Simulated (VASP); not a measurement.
C: single point with PBE

The system is C.

```
C
1.0
     2.31367    0.00000    0.00000
    -1.15684    2.00370    0.00000
     0.00000    0.00000    2.47029
C
2
Direct
  0.66667 0.33333 0.35325
  0.33333 0.66667 0.64675
```

The cell was built from a structure type or drawn by symmetry, and may not be a known phase.

* Program: VASP 6.6.1
* Task: single point
* Functional: PBE
* Potentials or basis: VASP PAW PBE potentials, release 64 (C)
* Cutoff: 520 eV
* k mesh: 12 × 12 × 8
* Occupations: gaussian, width 0.1 eV
* Spin: collinear spin
* Starting moments: [1.0, 1.0] μB

- Pressure: 47.4 GPa
- Largest force: 6.715 eV/Å
- Band gap on the k mesh: zero (filled and empty bands overlap)
- Net moment: 0.00 μB per cell
- Valence electrons inside the program's atomic spheres: C 2.48

Forces in eV/Å, atoms in the order of the input:
```
C    0.000  0.000  6.715
C    0.000  0.000 -6.715
```

Stress tensor (GPa, compression positive):
```
 89.62   0.00   0.00
  0.00  89.62   0.00
  0.00   0.00 -36.98
```

Levels at points of the mesh, in eV from the Fermi level:
Spin up:
| k point | band 2 | band 3 | band 4 | band 5 | band 6 | band 7 |
| --- | --- | --- | --- | --- | --- | --- |
| (0.00, 0.00, 0.00) | -1.90 | -0.66 | 0.38 | 0.38 | 8.73 | 8.73 |
| (0.50, 0.00, 0.00) | -13.57 | -3.85 | 1.47 | 2.13 | 7.99 | 11.65 |
| (0.00, 0.00, 0.50) | -13.10 | 1.51 | 1.51 | 8.60 | 8.82 | 8.82 |
| (0.50, 0.00, 0.50) | -11.37 | -6.39 | -3.47 | -2.33 | 9.34 | 10.46 |
Spin down:
```csv
k point,band 1,band 2,band 3,band 4,band 5,band 6,band 7,band 8,band 9
"(0.00, 0.00, 0.00)",-21.53,-1.90,-0.66,0.38,0.38,8.73,8.73,14.52,23.30
"(0.50, 0.00, 0.00)",-14.88,-13.57,-3.85,1.47,2.13,7.99,11.65,14.26,16.14
"(0.00, 0.00, 0.50)",-18.71,-13.10,1.51,1.51,8.60,8.82,8.82,15.59,24.52
"(0.50, 0.00, 0.50)",-12.53,-11.37,-6.39,-3.47,-2.33,9.34,10.46,11.39,26.40
```

Wall time 43 s on 1 thread of Intel Xeon 8259CL (shared host), peak memory 0.14 GiB.

Caveat: the cell stands under pressure; this functional lacks dispersion, which binds the layers, so the pressure and a relaxed spacing across them are unreliable; forces of over 1 eV/Å act on the atoms, so gaps and moduli don't describe the material at rest.
